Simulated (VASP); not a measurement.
# SnO2 in VASP: further runs

Runs on SnO2. Level: LDA. Tasks: single point, relaxation of shape and atoms at fixed volume.

Program: VASP 6.6.1. These are calculated values, not measurements. Logs are shortened: lines on timing, memory, paths and dates and some standing lists are left out, and cuts for length are marked.

### 1 The cell of the first run

The typed cell holds 6 atoms: a = 4.721 Å, b = 4.724 Å, c = 3.062 Å, α = 90.00°, β = 90.00°, γ = 90.00°.

### 2 Single point, LDA (strain along c alone, the other axes held: -4.0 %, then relaxed in part)

The input, INCAR:

```
SYSTEM = SnO2
PREC = Accurate
ENCUT = 1340
EDIFF = 1E-6
ISMEAR = 0
SIGMA = 0.02
LREAL = .False.
LASPH = .True.
NELM = 120
ALGO = Normal
ISIF = 2
LWAVE = .False.
LCHARG = .False.
GGA = CA
NBANDS = 35
GGA_COMPAT = .False.
```

The input, KPOINTS:

```
Automatic mesh
0
Gamma
  6 6 8
  0 0 0
```

The input, POSCAR:

```
SnO2
1.0
    4.7212714757      0.0000000000      0.0000000000
    0.0000000000      4.7242464866      0.0000000000
    0.0000000000      0.0000000000      3.0624186269
Sn O
2 4
Direct
    0.5000000000      0.5000000000      0.5000000000
    0.0000000000      0.0000000000      0.0000000000
    0.3033272781      0.3042309753      0.0000000000
    0.8033272781      0.1957690247      0.5000000000
    0.1966727219      0.8042309753      0.5000000000
    0.6966727219      0.6957690247      0.0000000000
```

Potentials or basis: VASP PAW LDA potentials, release 64 (Sn_d, O_h).

Started as:

```bash
$ cat potpaw_LDA.64/Sn_d/POTCAR potpaw_LDA.64/O_h/POTCAR > POTCAR
$ mpirun -np 1 vasp_std > vasp.out
```

OUTCAR:

```text
SYSTEM = SnO2
   PREC = Accurate
   ENCUT = 1340
   EDIFF = 1E-6
   ISMEAR = 0
   LREAL = .False.
   LASPH = .True.
   NELM = 120
   ISIF = 2
   GGA = CA

 ion  position               nearest neighbor table
   1  0.500  0.500  0.500-   3 2.02   6 2.02   3 2.02   6 2.02   5 2.03   4 2.03   2 3.67   2 3.67
                             2 3.67   2 3.67   2 3.67   2 3.67   2 3.67   2 3.67
   2  0.000  0.000  0.000-   4 2.02   5 2.02   4 2.02   5 2.02   3 2.03   6 2.03   1 3.67   1 3.67
                             1 3.67   1 3.67   1 3.67   1 3.67   1 3.67   1 3.67
   3  0.303  0.304  0.000-   1 2.02   1 2.02   2 2.03
   4  0.803  0.196  0.500-   2 2.02   2 2.02   1 2.03
   5  0.197  0.804  0.500-   2 2.02   2 2.02   1 2.03
   6  0.697  0.696  0.000-   1 2.02   1 2.02   2 2.03

  LATTYP: Found a simple orthorhombic cell.
 ALAT       =     3.0624186269
 B/A-ratio  =     1.5416806292
 C/A-ratio  =     1.5426520872

  Lattice vectors:

 A1 = (   0.0000000000,   0.0000000000,   3.0624186269)
 A2 = (   4.7212714757,   0.0000000000,   0.0000000000)
 A3 = (   0.0000000000,   4.7242464866,   0.0000000000)

Analysis of symmetry for initial positions (statically):
=====================================================================
 Subroutine PRICEL returns:
 Original cell was already a primitive cell.

 Routine SETGRP: Setting up the symmetry group for a
 simple orthorhombic supercell.

 Subroutine GETGRP returns: Found  8 space group operations
 (whereof  4 operations were pure point group operations)
 out of a pool of  8 trial point group operations.

The static configuration has the point symmetry C_2h.
 The point group associated with its full space group is D_2h.

Analysis of symmetry for dynamics (positions and initial velocities):
=====================================================================
 Subroutine PRICEL returns:
 Original cell was already a primitive cell.

 Routine SETGRP: Setting up the symmetry group for a
 simple orthorhombic supercell.

 Subroutine GETGRP returns: Found  8 space group operations
 (whereof  4 operations were pure point group operations)
 out of a pool of  8 trial point group operations.

The dynamic configuration has the point symmetry C_2h.
 The point group associated with its full space group is D_2h.

 Subroutine INISYM returns: Found  8 space group operations
 (whereof  4 operations are pure point group operations),
 and found     1 'primitive' translations

----------------------------------------------------------------------------------------

                                     Primitive cell

  volume of cell :      68.3056

  direct lattice vectors                    reciprocal lattice vectors
     4.721271476  0.000000000  0.000000000     0.211807350  0.000000000  0.000000000
     0.000000000  4.724246487  0.000000000     0.000000000  0.211673968  0.000000000
     0.000000000  0.000000000  3.062418627     0.000000000  0.000000000  0.326539289

  length of vectors
     4.721271476  4.724246487  3.062418627     0.211807350  0.211673968  0.326539289

  position of ions in fractional coordinates (direct lattice)
     0.500000000  0.500000000  0.500000000
     0.000000000  0.000000000  0.000000000
     0.303327278  0.304230975  0.000000000
     0.803327278  0.195769025  0.500000000
     0.196672722  0.804230975  0.500000000
     0.696672722  0.695769025  0.000000000

  ion indices of the primitive-cell ions
   primitive index   ion index
                 1           1
                 2           2
                 3           3
                 4           4
                 5           5
                 6           6

----------------------------------------------------------------------------------------

 KPOINTS: Automatic mesh

Automatic generation of k-mesh.
 Grid dimensions read from file:
 generate k-points for:    6    6    8

 Generating k-lattice:

  Cartesian coordinates                     Fractional coordinates (reciprocal lattice)
     0.035301225  0.000000000  0.000000000     0.166666667  0.000000000  0.000000000
     0.000000000  0.035278995  0.000000000     0.000000000  0.166666667  0.000000000
     0.000000000  0.000000000  0.040817411     0.000000000  0.000000000  0.125000000

  Length of vectors
     0.035301225  0.035278995  0.040817411

  Shift w.r.t. Gamma in fractional coordinates (k-lattice)
     0.000000000  0.000000000  0.000000000

 Subroutine IBZKPT returns following result:
 ===========================================

 Found     80 irreducible k-points:

 Following reciprocal coordinates:
            Coordinates               Weight
  0.000000  0.000000  0.000000      1.000000
  0.166667  0.000000  0.000000      2.000000
  0.333333  0.000000  0.000000      2.000000
  0.500000  0.000000  0.000000      1.000000
  0.000000  0.166667  0.000000      2.000000
  0.166667  0.166667  0.000000      4.000000
[... 16 lines left out ...]
  0.333333  0.166667  0.125000      8.000000
  0.500000  0.166667  0.125000      4.000000
 [... further k-points ...]
   k-points           NKPTS =     80   k-points in BZ     NKDIM =     80   number of bands    NBANDS=     35
   number of dos      NEDOS =    301   number of ions     NIONS =      6
   total plane-waves  NPLWV = 125440
   dimension x,y,z NGX =    56 NGY =   56 NGZ =   40
   dimension x,y,z NGXF=   112 NGYF=  112 NGZF=   80
   ions per type =               2   4
   NGX,Y,Z   is equivalent  to a cutoff of  19.72, 19.71, 21.71 a.u.
   NGXF,Y,Z  is equivalent  to a cutoff of  39.44, 39.41, 43.43 a.u.
 SYSTEM =  SnO2
   PREC   = accura    normal or accurate (medium, high low for compatibility)
   ISTART =      0    job   : 0-new  1-cont  2-samecut
   ICHARG =      2    charge: 1-file 2-atom 10-const
   ISPIN  =      1    spin polarized calculation?
   LNONCOLLINEAR =      F non collinear calculations
   LSORBIT =      F    spin-orbit coupling
   LASPH  =      T    aspherical Exc in radial PAW
   ENCUT  = 1340.0 eV  98.49 Ry    9.92 a.u.  14.09 14.10  9.14*2*pi/ulx,y,z
   NELM   =    120;   NELMIN=  2; NELMDL= -5     # of ELM steps
   EDIFF  = 0.1E-05   stopping-criterion for ELM
   LREAL  =      F    real-space projection
   EDIFFG = 0.1E-04   stopping-criterion for IOM
   NSW    =      0    number of steps for IOM
   IBRION =     -1    ionic relax: 0-MD 1-quasi-New 2-CG
   NFREE  =      0    steps in history (QN), initial steepest desc. (CG)
   ISIF   =      2    stress and relaxation
   ISYM   =      2    0-nonsym 1-usesym 2-fastsym
   POTIM  = 0.5000    time-step for ionic-motion
   TEBEG  =    0.0;   TEEND  =   0.0 temperature during run
   PSTRESS=    0.0 pullay stress
   NELECT =      52.0000    total number of electrons
   NUPDOWN=      -1.0000    fix difference up-down
   EMIN   =  10.00;   EMAX   =-10.00  energy-range for DOS
   EFERMI =   0.00;   METHOD = LEGACY
   ISMEAR =     0;   SIGMA  =   0.02  broadening in eV -4-tet -1-fermi 0-gaus
   EFERMI_NEDOS =   21; number of points for ismear=-14 and -15
   IALGO  =     38    algorithm
   IMIX   =      4    mixing-type and parameters
     AMIX     =   0.40;   BMIX     =  1.00
     AMIX_MAG =   1.60;   BMIX_MAG =  1.00
  volume/ion in A,a.u.               =      11.38        76.82
  Fermi-wavevector in a.u.,A,eV,Ry     =   1.494826  2.824811 30.402275  2.234504
  Thomas-Fermi vector in A             =   2.607049
   LORBIT       =      0    0 simple, 1 ext, 2 COOP (PROOUT), +10 PAW based schemes
   GGA     = CA    functional components
   LHFCALC =     F    Hartree Fock is set to
   AEXX    =    0.0000 exact exchange contribution
   IVDW    =     0    specifies the selected vdW correction
   LEPSILON=     F    determine dielectric tensor
   LRPA    =     F    only Hartree local field effects (RPA)
 non-spin polarized calculation
 Gauss-broadening in eV      SIGMA  =   0.02
  energy-cutoff  :     1340.00
  volume of cell :       68.31
 maximum number of plane-waves:      7640
   NGX = 29   NGY = 29   NGZ = 19

 number of electron      51.9999996 magnetization

 Free energy of the ion-electron system (eV)
  ---------------------------------------------------
  ext. energy  EPLUGINS =         0.00000000
  ---------------------------------------------------
  free energy    TOTEN  =       -42.13471162 eV

  energy without entropy =      -42.13471162  energy(sigma->0) =      -42.13471162

 E-fermi :   7.0116     XC(G=0): -12.0404

 val. band max:        6.8746181500   @ k =   0.0000   0.0000   0.0000
 cond. band min:       8.6357343373   @ k =   0.0000   0.0000   0.0000
 fundamental gap:      1.7611161873
 Fermi energy:         7.0115747776

 k-point     1 :       0.0000    0.0000    0.0000
  band No.  band energies     occupation
      1     -14.2716      2.00000
      2     -13.4660      2.00000
      3     -13.0272      2.00000
      4     -12.9896      2.00000
      5     -12.9895      2.00000
      6     -12.8702      2.00000
[... 27 lines left out ...]
     34      19.1516      0.00000
     35      19.4404      0.00000

 k-point     2 :       0.1667    0.0000    0.0000
  band No.  band energies     occupation
      1     -14.2266      2.00000
      2     -13.5146      2.00000
      3     -13.0260      2.00000
      4     -12.9874      2.00000
      5     -12.9872      2.00000
      6     -12.9189      2.00000
[... 27 lines left out ...]
     34      19.0642      0.00000
     35      19.4126      0.00000

 k-point     3 :       0.3333    0.0000    0.0000
  band No.  band energies     occupation
      1     -14.0958      2.00000
      2     -13.6745      2.00000
      3     -13.0220      2.00000
      4     -12.9848      2.00000
      5     -12.9828      2.00000
      6     -12.9825      2.00000
[... 27 lines left out ...]
     34      18.9755      0.00000
     35      19.3381      0.00000
[... 723 lines left out ...]
 k-point    23 :       0.3333    0.1667    0.1250
  band No.  band energies     occupation
      1     -14.0102      2.00000
      2     -13.6630      2.00000
      3     -13.2101      2.00000
      4     -13.2029      2.00000
      5     -12.9638      2.00000
      6     -12.9015      2.00000
[... 27 lines left out ...]
     34      19.0322      0.00000
     35      19.2407      0.00000

 k-point    24 :       0.5000    0.1667    0.1250
  band No.  band energies     occupation
      1     -13.8547      2.00000
      2     -13.8547      2.00000
      3     -13.2070      2.00000
      4     -13.2070      2.00000
      5     -12.9351      2.00000
      6     -12.9351      2.00000
[... 27 lines left out ...]
     34      19.0476      0.00000
     35      19.6604      0.00000

 [... further k-points ...]

------------------------ aborting loop because EDIFF is reached ----------------------------------------

  FORCE on cell =-STRESS in cart. coord.  units (eV):
  Direction    XX          YY          ZZ          XY          YZ          ZX
  --------------------------------------------------------------------------------------
  -------------------------------------------------------------------------------------
  Total        3.3303082      3.3306378      8.8388070     -0.0000000      0.0000000      0.0000000
  in kB       78.1158085     78.1235385    207.3233203     -0.0000000      0.0000000      0.0000000
  external PRESSURE =     121.1875558 kB  Pullay stress =       0.0000000 kB

 VOLUME and BASIS-vectors are now :
 -----------------------------------------------------------------------------
  energy-cutoff  :     1340.00
  volume of cell :       68.31
      direct lattice vectors                 reciprocal lattice vectors
     4.721271476  0.000000000  0.000000000     0.211807350  0.000000000  0.000000000
     0.000000000  4.724246487  0.000000000     0.000000000  0.211673968  0.000000000
     0.000000000  0.000000000  3.062418627     0.000000000  0.000000000  0.326539289

 POSITION                                       TOTAL-FORCE (eV/Angst)
 -----------------------------------------------------------------------------------
      2.36064      2.36212      1.53121        -0.000000     -0.000000      0.000000
      0.00000      0.00000      0.00000        -0.000000     -0.000000      0.000000
      1.43209      1.43726      0.00000        -0.017922     -0.017255      0.000000
      3.79273      0.92486      1.53121        -0.017922      0.017255      0.000000
      0.92855      3.79939      1.53121         0.017922     -0.017255      0.000000
      3.28918      3.28698      0.00000         0.017922      0.017255      0.000000
 -----------------------------------------------------------------------------------
    total drift:                               -0.000000     -0.000000      0.000000

  FREE ENERGIE OF THE ION-ELECTRON SYSTEM (eV)
  ---------------------------------------------------
  free  energy   TOTEN  =       -42.1347116205 eV

  energy  without entropy=      -42.1347116205  energy(sigma->0) =      -42.13471162
```

Run time: 6.5 min. Hardware: 1 thread of Intel Xeon 6975P-C (Granite Rapids), shared host; peak memory 0.68 GiB.

Results:

```
Free energy            : -42.1347 eV
Pressure               : 12.1 GPa
Largest force          : 0.025 eV/Å
Band gap on the k mesh : 1.76 eV
```

Forces in eV/Å, atoms in the order of the input:
```
Sn   0.000  0.000  0.000
Sn   0.000  0.000  0.000
O   -0.018 -0.017  0.000
O   -0.018  0.017  0.000
O    0.018 -0.017  0.000
O    0.018  0.017  0.000
```

Stress tensor (GPa, compression positive):
```
 7.81  0.00  0.00
 0.00  7.81  0.00
 0.00  0.00 20.73
```

Levels at points of the mesh, in eV from the valence-band top:
```csv
k point,band 22,band 23,band 24,band 25,band 26,band 27,band 28,band 29,band 30,band 31
"(0.00, 0.00, 0.00)",-1.15,-1.15,-0.91,-0.91,0.00,1.76,6.58,6.58,6.83,10.10
"(0.50, 0.00, 0.00)",-2.16,-1.12,-1.12,-0.71,-0.71,4.84,4.84,7.41,7.41,11.08
"(0.00, 0.50, 0.00)",-2.17,-1.12,-1.12,-0.71,-0.71,4.84,4.84,7.43,7.43,11.07
"(0.50, 0.50, 0.00)",-2.18,-1.22,-1.22,-1.06,-1.06,5.40,5.40,7.86,7.86,10.99
"(0.00, 0.00, 0.50)",-2.82,-1.83,-1.83,-1.36,-1.36,6.56,6.56,9.68,9.68,11.16
"(0.50, 0.00, 0.50)",-1.86,-1.25,-1.25,-0.77,-0.77,6.81,6.81,7.99,7.99,11.52
"(0.00, 0.50, 0.50)",-1.85,-1.26,-1.26,-0.77,-0.77,6.81,6.81,7.99,7.99,11.54
"(0.50, 0.50, 0.50)",-2.54,-1.05,-1.05,-0.97,-0.97,4.97,4.97,8.90,8.90,11.30
```

Caveat: the cell differs from its parent crystal (strain along c alone, the other axes held: -4.0 %, then relaxed in part); the stress differs along the axes, from 8 to 21 GPa; spin-orbit coupling is left out, which moves the levels of the heavy elements.

(Continued in part 2 of 2.)
